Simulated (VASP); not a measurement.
# Zr (Pm-3m) in VASP: a series of runs

Runs on Zr. Level: PBE. Tasks: single point, relaxation of cell and atoms.

Program: VASP 6.6.1. These are calculated values, not measurements. Logs are shortened: lines on timing, memory, paths and dates and some standing lists are left out, and cuts for length are marked.

### 1 The cell of the first run

It takes space group Pm-3m (No. 221, cubic). Conventional cell: a = 2.528 Å, b = 2.528 Å, c = 2.528 Å, α = 90.00°, β = 90.00°, γ = 90.00°. Within 3.3 Å of Zr (site symmetry m-3m) lie 6 Zr at 2.53 Å.

### 2 Single point, PBE

INCAR

```
ALGO = Normal
EDIFF = 1E-6
ENCUT = 520
GGA = PE
ISIF = 2
ISMEAR = -1
LASPH = T
LCHARG = T
LELF = T
LREAL = F
LVHAR = T
LWAVE = F
NBANDS = 12
NELM = 60
PREC = Accurate
SIGMA = 0.05
```

KPOINTS

```
k-points
0
Gamma
  15 15 15
```

POSCAR

```
Zr
1.0
    2.5280005193      0.0000000000      0.0000000000
    0.0000000000      2.5280005193      0.0000000000
    0.0000000000      0.0000000000      2.5280005193
Zr
1
Direct
    0.0000000000      0.0000000000      0.0000000000
```

Potentials or basis: VASP PAW PBE potentials, release 64 (Zr_sv).

Started as:

```bash
$ cat potpaw_PBE.64/Zr_sv/POTCAR > POTCAR
$ mpirun -np 1 vasp_std > vasp.out
```

OUTCAR:

```text
EDIFF = 1E-6
   ENCUT = 520
   GGA = PE
   ISIF = 2
   ISMEAR = -1
   LASPH = T
   LREAL = F
   NELM = 60
   PREC = Accurate

 ion  position               nearest neighbor table
   1  0.000  0.000  0.000-

  LATTYP: Found a simple cubic cell.
 ALAT       =     2.5280005193

  Lattice vectors:

 A1 = (   2.5280005193,   0.0000000000,   0.0000000000)
 A2 = (   0.0000000000,   2.5280005193,   0.0000000000)
 A3 = (   0.0000000000,   0.0000000000,   2.5280005193)

Analysis of symmetry for initial positions (statically):
=====================================================================
 Subroutine PRICEL returns:
 Original cell was already a primitive cell.

 Routine SETGRP: Setting up the symmetry group for a
 simple cubic supercell.

 Subroutine GETGRP returns: Found 48 space group operations
 (whereof 48 operations were pure point group operations)
 out of a pool of 48 trial point group operations.

The static configuration has the point symmetry O_h .

Analysis of symmetry for dynamics (positions and initial velocities):
=====================================================================
 Subroutine PRICEL returns:
 Original cell was already a primitive cell.

 Routine SETGRP: Setting up the symmetry group for a
 simple cubic supercell.

 Subroutine GETGRP returns: Found 48 space group operations
 (whereof 48 operations were pure point group operations)
 out of a pool of 48 trial point group operations.

The dynamic configuration has the point symmetry O_h .

 Subroutine INISYM returns: Found 48 space group operations
 (whereof 48 operations are pure point group operations),
 and found     1 'primitive' translations

----------------------------------------------------------------------------------------

                                     Primitive cell

  volume of cell :      16.1559

  direct lattice vectors                    reciprocal lattice vectors
     2.528000519  0.000000000  0.000000000     0.395569539  0.000000000  0.000000000
     0.000000000  2.528000519  0.000000000     0.000000000  0.395569539  0.000000000
     0.000000000  0.000000000  2.528000519     0.000000000  0.000000000  0.395569539

  length of vectors
     2.528000519  2.528000519  2.528000519     0.395569539  0.395569539  0.395569539

  position of ions in fractional coordinates (direct lattice)
     0.000000000  0.000000000  0.000000000

  ion indices of the primitive-cell ions
   primitive index   ion index
                 1           1

----------------------------------------------------------------------------------------

 KPOINTS: k-points

Automatic generation of k-mesh.
 Grid dimensions read from file:
 generate k-points for:   15   15   15

 Generating k-lattice:

  Cartesian coordinates                     Fractional coordinates (reciprocal lattice)
     0.026371303  0.000000000  0.000000000     0.066666667  0.000000000  0.000000000
     0.000000000  0.026371303  0.000000000     0.000000000  0.066666667  0.000000000
     0.000000000  0.000000000  0.026371303     0.000000000  0.000000000  0.066666667

  Length of vectors
     0.026371303  0.026371303  0.026371303

  Shift w.r.t. Gamma in fractional coordinates (k-lattice)
     0.000000000  0.000000000  0.000000000

 Subroutine IBZKPT returns following result:
 ===========================================

 Found    120 irreducible k-points:

 Following reciprocal coordinates:
            Coordinates               Weight
  0.000000  0.000000  0.000000      1.000000
  0.066667  0.000000  0.000000      6.000000
  0.133333  0.000000  0.000000      6.000000
  0.200000  0.000000  0.000000      6.000000
  0.266667  0.000000  0.000000      6.000000
  0.333333  0.000000  0.000000      6.000000
[... 16 lines left out ...]
  0.266667  0.200000  0.000000     24.000000
  0.333333  0.200000  0.000000     24.000000
 [... further k-points ...]
   k-points           NKPTS =    120   k-points in BZ     NKDIM =    120   number of bands    NBANDS=     12
   number of dos      NEDOS =    301   number of ions     NIONS =      1
   total plane-waves  NPLWV =   8000
   dimension x,y,z NGX =    20 NGY =   20 NGZ =   20
   dimension x,y,z NGXF=    40 NGYF=   40 NGZF=   40
   ions per type =               1
   NGX,Y,Z   is equivalent  to a cutoff of  13.15, 13.15, 13.15 a.u.
   NGXF,Y,Z  is equivalent  to a cutoff of  26.30, 26.30, 26.30 a.u.
 SYSTEM =  unknown system
   PREC   = accura    normal or accurate (medium, high low for compatibility)
   ISTART =      0    job   : 0-new  1-cont  2-samecut
   ICHARG =      2    charge: 1-file 2-atom 10-const
   ISPIN  =      1    spin polarized calculation?
   LNONCOLLINEAR =      F non collinear calculations
   LSORBIT =      F    spin-orbit coupling
   LASPH  =      T    aspherical Exc in radial PAW
   ENCUT  =  520.0 eV  38.22 Ry    6.18 a.u.   4.70  4.70  4.70*2*pi/ulx,y,z
   NELM   =     60;   NELMIN=  2; NELMDL= -5     # of ELM steps
   EDIFF  = 0.1E-05   stopping-criterion for ELM
   LREAL  =      F    real-space projection
   EDIFFG = 0.1E-04   stopping-criterion for IOM
   NSW    =      0    number of steps for IOM
   IBRION =     -1    ionic relax: 0-MD 1-quasi-New 2-CG
   NFREE  =      0    steps in history (QN), initial steepest desc. (CG)
   ISIF   =      2    stress and relaxation
   ISYM   =      2    0-nonsym 1-usesym 2-fastsym
   POTIM  = 0.5000    time-step for ionic-motion
   TEBEG  =    0.0;   TEEND  =   0.0 temperature during run
   PSTRESS=    0.0 pullay stress
   NELECT =      12.0000    total number of electrons
   NUPDOWN=      -1.0000    fix difference up-down
   EMIN   =  10.00;   EMAX   =-10.00  energy-range for DOS
   EFERMI =   0.00;   METHOD = LEGACY
   ISMEAR =    -1;   SIGMA  =   0.05  broadening in eV -4-tet -1-fermi 0-gaus
   EFERMI_NEDOS =   21; number of points for ismear=-14 and -15
   IALGO  =     38    algorithm
   IMIX   =      4    mixing-type and parameters
     AMIX     =   0.40;   BMIX     =  1.00
     AMIX_MAG =   1.60;   BMIX_MAG =  1.00
  volume/ion in A,a.u.               =      16.16       109.03
  Fermi-wavevector in a.u.,A,eV,Ry     =   1.482603  2.801713 29.907108  2.198110
  Thomas-Fermi vector in A             =   2.596368
   LORBIT       =      0    0 simple, 1 ext, 2 COOP (PROOUT), +10 PAW based schemes
   GGA     = PE    functional components
   LHFCALC =     F    Hartree Fock is set to
   AEXX    =    0.0000 exact exchange contribution
   IVDW    =     0    specifies the selected vdW correction
   LEPSILON=     F    determine dielectric tensor
   LRPA    =     F    only Hartree local field effects (RPA)
 non-spin polarized calculation
  energy-cutoff  :      520.00
  volume of cell :       16.16
 maximum number of plane-waves:       461
 NGX is ok and might be reduce to    20
   NGX =  9   NGY =  9   NGZ =  9

 number of electron      11.9999999 magnetization

 Free energy of the ion-electron system (eV)
  ---------------------------------------------------
  ext. energy  EPLUGINS =         0.00000000
  ---------------------------------------------------
  free energy    TOTEN  =        -6.41491140 eV

  energy without entropy =       -6.40630870  energy(sigma->0) =       -6.41061005

 E-fermi :  13.3556     XC(G=0): -12.7726

 val. band max:       13.3225760971   @ k =   0.4000   0.2667   0.2000
 cond. band min:      13.3961843648   @ k =   0.4000   0.3333   0.2000
 fundamental gap:      0.0736082677
 Fermi energy:        13.3555546142

 k-point     1 :       0.0000    0.0000    0.0000
  band No.  band energies     occupation
      1     -35.4512      2.00000
      2     -11.5077      2.00000
      3     -11.5077      2.00000
      4     -11.5077      2.00000
      5       8.0710      2.00000
      6      10.1949      2.00000
      7      10.1949      2.00000
      8      21.9688      0.00000
      9      21.9688      0.00000
     10      21.9688      0.00000
     11      30.2180      0.00000
     12      30.2180      0.00000

 k-point     2 :       0.0667    0.0000    0.0000
  band No.  band energies     occupation
      1     -35.4266      2.00000
      2     -11.6961      2.00000
      3     -11.4919      2.00000
      4     -11.4919      2.00000
      5       8.2475      2.00000
      6      10.2454      2.00000
      7      10.4535      2.00000
      8      21.5666      0.00000
      9      21.5666      0.00000
     10      21.9940      0.00000
     11      29.5197      0.00000
     12      30.6464      0.00000

 k-point     3 :       0.1333    0.0000    0.0000
  band No.  band energies     occupation
      1     -35.3563      2.00000
      2     -12.2065      2.00000
      3     -11.4471      2.00000
      4     -11.4471      2.00000
      5       8.6809      2.00000
      6      10.3916      2.00000
      7      11.2446      2.00000
      8      20.6060      0.00000
      9      20.6060      0.00000
     10      22.0657      0.00000
     11      28.0399      0.00000
     12      31.6585      0.00000
[... 286 lines left out ...]
 k-point    23 :       0.2667    0.2000    0.0000
  band No.  band energies     occupation
      1     -34.9295      2.00000
      2     -13.4773      2.00000
      3     -12.6385      2.00000
      4     -11.1799      2.00000
      5      10.6210      2.00000
      6      12.1533      2.00000
      7      14.4030      0.00000
      8      17.0541      0.00000
      9      18.6797      0.00000
     10      20.0897      0.00000
     11      26.8666      0.00000
     12      29.7899      0.00000

 k-point    24 :       0.3333    0.2000    0.0000
  band No.  band energies     occupation
      1     -34.8082      2.00000
      2     -14.1308      2.00000
      3     -12.5414      2.00000
      4     -11.1062      2.00000
      5      10.9848      2.00000
      6      12.1032      2.00000
      7      14.6675      0.00000
      8      17.8633      0.00000
      9      17.9130      0.00000
     10      20.2364      0.00000
     11      26.1866      0.00000
     12      30.5514      0.00000

 [... further k-points ...]

------------------------ aborting loop because EDIFF is reached ----------------------------------------

  FORCE on cell =-STRESS in cart. coord.  units (eV):
  Direction    XX          YY          ZZ          XY          YZ          ZX
  --------------------------------------------------------------------------------------
  -------------------------------------------------------------------------------------
  Total        6.5145530      6.5145530      6.5145530      0.0000000      0.0000000     -0.0000000
  in kB      646.0464240    646.0464240    646.0464240      0.0000000      0.0000000     -0.0000000
  external PRESSURE =     646.0464240 kB  Pullay stress =       0.0000000 kB

 VOLUME and BASIS-vectors are now :
 -----------------------------------------------------------------------------
  energy-cutoff  :      520.00
  volume of cell :       16.16
      direct lattice vectors                 reciprocal lattice vectors
     2.528000519  0.000000000  0.000000000     0.395569539  0.000000000  0.000000000
     0.000000000  2.528000519  0.000000000     0.000000000  0.395569539  0.000000000
     0.000000000  0.000000000  2.528000519     0.000000000  0.000000000  0.395569539

 POSITION                                       TOTAL-FORCE (eV/Angst)
 -----------------------------------------------------------------------------------
      0.00000      0.00000      0.00000         0.000000      0.000000      0.000000
 -----------------------------------------------------------------------------------
    total drift:                               -0.000000      0.000000      0.000000

  FREE ENERGIE OF THE ION-ELECTRON SYSTEM (eV)
  ---------------------------------------------------
  free  energy   TOTEN  =        -6.4149114029 eV

  energy  without entropy=       -6.4063087023  energy(sigma->0) =       -6.41061005
```

Wall time 11 s (1 thread of Intel Xeon 6975P-C, shared host); peak memory 0.14 GiB.

Results:

- Free energy: -6.4149 eV
- Pressure: 64.6 GPa
- Band gap on the k mesh: zero (band 6 reaches 14.65 eV, above the bottom of band 7 at 10.16 eV)

### 3 Single point, PBE

INCAR

```
PREC = Accurate ; ENCUT = 520
EDIFF = 1E-6 ; ISMEAR = -1
SIGMA = 0.05 ; LREAL = False
LASPH = True ; NELM = 80
ALGO = Normal ; ISIF = 2
LWAVE = False ; LCHARG = True
GGA = PE ; LELF = True
LVHAR = True ; NBANDS = 12
```

KPOINTS

```
Automatic mesh
0
Gamma
  15 15 15
```

POSCAR

```
Zr
1.0
    2.5282238108      0.0000000000      0.0000000000
    0.0000000000      2.5282238108      0.0000000000
    0.0000000000      0.0000000000      2.5282238108
Zr
1
Direct
    0.0000000000      0.0000000000      0.0000000000
```

Potentials or basis: VASP PAW PBE potentials, release 64 (Zr_sv).

Started as:

```bash
$ cat potpaw_PBE.64/Zr_sv/POTCAR > POTCAR
$ mpirun -np 1 vasp_std > vasp.out
```

It took 11 s on 1 thread of Intel Xeon 6975P-C, shared host; peak memory 0.14 GiB.

It converged, with:

* Free energy: -6.4166 eV
* Pressure: 64.5 GPa
* Band gap on the k mesh: zero (band 6 reaches 14.65 eV, above the bottom of band 7 at 10.16 eV)

Levels at points of the mesh, in eV from the Fermi level:
```
           k point  band 4  band 5  band 6  band 7  band 8  band 9
(0.00, 0.00, 0.00)  -24.86   -5.28   -3.16   -3.16    8.61    8.61
```

### 4 Relaxation of cell and atoms, PBE, target pressure 64 GPa, at which the enthalpy is minimised

INCAR

```
SYSTEM = Zr
  PREC = Accurate
  ENCUT = 600
  EDIFF = 1E-7
  ISMEAR = -1
  SIGMA = 0.05
  LREAL = .False.
  LASPH = .True.
  NELM = 100
  ALGO = Normal
  ISIF = 3
  LWAVE = .False.
  LCHARG = .False.
  GGA = PE
  IBRION = 2
  NSW = 32
  EDIFFG = -0.005
  PSTRESS = 640.0
```

KPOINTS

```
regular mesh
0
Gamma
  15 15 15
  0 0 0
```

POSCAR

```
Zr
1.0
    2.5280005194      0.0000000000      0.0000000000
    0.0000000000      2.5280005194      0.0000000000
    0.0000000000      0.0000000000      2.5280005194
Zr
1
Direct
    0.0000000000      0.0000000000      0.0000000000
```

Started as:

```bash
$ cat potpaw_PBE.64/Zr_sv/POTCAR > POTCAR
$ mpirun -np 1 vasp_std > vasp.out
```

Run time: 31 s. Hardware: 1 thread of Intel Xeon 6975P-C, shared host; peak memory 0.14 GiB.

The run converged. Its results:

```
Free energy                                            : -6.4301 eV
Relaxed volume                                         : 16.19 Å³/atom
Relaxed cell                                           : a = 2.530 Å, b = 2.530 Å, c = 2.530 Å, α = 90.00°, β = 90.00°, γ = 90.00°
Space group after relaxing (to 0.05 Å)                 : Pm-3m (No. 221)
Energy change on relaxing (the enthalpy is what falls) : -14.8 meV/atom
Ionic steps                                            : 3
Pressure after relaxing                                : 64.0 GPa
Band gap on the k mesh                                 : zero (band 6 reaches 14.61 eV, above the bottom of band 7 at 10.14 eV)
```

Step by step:
```
step  energy change (eV)  largest force (eV/Å)  pressure (GPa)  volume (Å³)
   1              0.0000                0.0000           64.63        16.16
   2             -0.0585                0.0000           62.17        16.30
   3             -0.0148                0.0000           64.00        16.19
```

Final structure:
```cif
data_structure
_symmetry_space_group_name_H-M 'P 1'
_symmetry_Int_Tables_number 1
_cell_length_a 2.5299
_cell_length_b 2.5299
_cell_length_c 2.5299
_cell_angle_alpha 90.000
_cell_angle_beta 90.000
_cell_angle_gamma 90.000
_cell_volume 16.19
loop_
_atom_site_label
_atom_site_type_symbol
_atom_site_fract_x
_atom_site_fract_y
_atom_site_fract_z
_atom_site_occupancy
Zr1 Zr 0.00000 0.00000 0.00000 1
```

Levels at points of the mesh, in eV from the Fermi level:
```csv
k point,band 4,band 5,band 6,band 7,band 8,band 9
"(0.00, 0.00, 0.00)",-24.87,-5.29,-3.15,-3.15,8.59,8.59
```

Caveat: the cell is relaxed towards a set pressure, so the enthalpy falls and the energy may rise.

### 5 Relaxation of cell and atoms, PBE, target pressure 64 GPa, at which the enthalpy is minimised

This run uses another cell than the first one, of 16.61 Å³/atom, 1.028 times its volume.

INCAR

```
PREC = Accurate ; ENCUT = 600
EDIFF = 1E-6 ; ISMEAR = -1
SIGMA = 0.05 ; LREAL = F
LASPH = T ; NELM = 80
ALGO = Normal ; ISIF = 3
LWAVE = F ; LCHARG = F
GGA = PE ; IBRION = 2
NSW = 60 ; EDIFFG = -0.005
PSTRESS = 640.0
```

KPOINTS

```
Automatic mesh
0
Gamma
  15 15 15
```

POSCAR

```
Zr
1.0
    2.5515938255      0.0000000000      0.0000000000
    0.0000000000      2.5515938255      0.0000000000
    0.0000000000      0.0000000000      2.5515938255
Zr
1
Direct
    0.0000000000      0.0000000000      0.0000000000
```

Started as:

```bash
$ cat potpaw_PBE.64/Zr_sv/POTCAR > POTCAR
$ mpirun -np 1 vasp_std > vasp.out
```

Wall time 43 s (1 thread of Intel Xeon 6975P-C, shared host); peak memory 0.15 GiB.

The run converged. Its results:

* Free energy: -6.4312 eV
* Relaxed volume: 16.19 Å³/atom
* Relaxed cell: a = 2.530 Å, b = 2.530 Å, c = 2.530 Å, α = 90.00°, β = 90.00°, γ = 90.00°
* Space group after relaxing (to 0.05 Å): Pm-3m (No. 221)
* Energy change on relaxing (the enthalpy is what falls): +158.0 meV/atom
* Ionic steps: 4
* Pressure after relaxing: 64.0 GPa
* Band gap on the k mesh: zero (band 6 reaches 14.61 eV, above the bottom of band 7 at 10.14 eV)

Step by step:
| step | energy change (eV) | largest force (eV/Å) | pressure (GPa) | volume (Å³) |
| --- | --- | --- | --- | --- |
| 1 | 0.0000 | 0.0000 | 57.38 | 16.61 |
| 2 | 0.7094 | 0.0000 | 87.17 | 15.02 |
| 3 | 0.1524 | 0.0000 | 63.75 | 16.21 |
| 4 | 0.1580 | 0.0000 | 63.97 | 16.19 |

Final structure:
```xyz
1
Lattice="2.5300 0.0000 0.0000 0.0000 2.5300 0.0000 0.0000 0.0000 2.5300" Properties=species:S:1:pos:R:3 pbc="T T T"
Zr    0.0000    0.0000    0.0000
```

Levels at points of the mesh, in eV from the Fermi level:
```csv
k point,band 2,band 3,band 4,band 5,band 6,band 7,band 8,band 9,band 10
"(0.00, 0.00, 0.00)",-24.87,-24.87,-24.87,-5.29,-3.15,-3.15,8.59,8.59,8.59
```

Caveat: the cell is relaxed towards a set pressure, so the enthalpy falls and the energy may rise.

### 6 The runs side by side

```tsv
task	cell	cutoff (eV)	gap on the mesh (eV)	pressure (GPa)
single point	a = 2.528 Å, 1 atom	520	none	64.5
relaxation of cell and atoms	relaxed to 64 GPa from a = 2.528 Å, 1 atom	600	none	64.0
relaxation of cell and atoms	relaxed to 64 GPa from a = 2.552 Å, 1 atom	600	none	64.0
```

Alike in all rows: level PBE; potentials or basis VASP PAW PBE potentials, release 64 (Zr_sv); no spin polarisation; k mesh 15 × 15 × 15; smearing fermi-dirac 0.05 eV.

Caveats: the cell is relaxed towards a set pressure, so the enthalpy falls and the energy may rise (some runs).

Total energies depend on the potentials used, so only differences within one code and one set of settings carry meaning.
